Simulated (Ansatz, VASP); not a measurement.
One calculation of CdSe, two programs

```
Cd Se
1.0
     4.29900    0.00000    0.00000
    -2.14950    3.72304    0.00000
     0.00000    0.00000    6.93990
Cd Se
2 2
Cartesian
  0.0000 2.4820 -0.0047
  2.1495 1.2410 3.4652
  0.0000 2.4820 2.6196
  2.1495 1.2410 6.0895
```

Change from the starting cell: z stretched by -1 %, ions relaxed.

Alike in both runs: functional PBE; k mesh 12 × 12 × 6; occupations fermi-dirac, width 0.02 eV; no spin polarisation.

Ansatz relaxed the structure, and its values are those at the end. VASP's run is a single point on that final structure, the one shown.

|  | VASP | Ansatz |
| --- | --- | --- |
| version | VASP 6.6.1 | Ansatz 0.2.0 |
| potentials or method | VASP PAW PBE potentials, release 64 (Cd, Se) | plane-wave PAW, scalar-relativistic |
| plane-wave cutoff (eV) | 520 | 420 |
| valence electrons in the cell | 36 | 72 |

VASP gave:

* pressure (GPa): 4.0

Q: What did Ansatz give for the same quantities?

A: Pressure (GPa): 3.6.

With one functional, cell and mesh, what is left measures potentials, basis and numerics. VASP's potentials hold 36 valence electrons a cell and Ansatz's 72, so a difference there can come from the potentials and not from the codes. Ansatz's warnings: stress scf threshold loose.
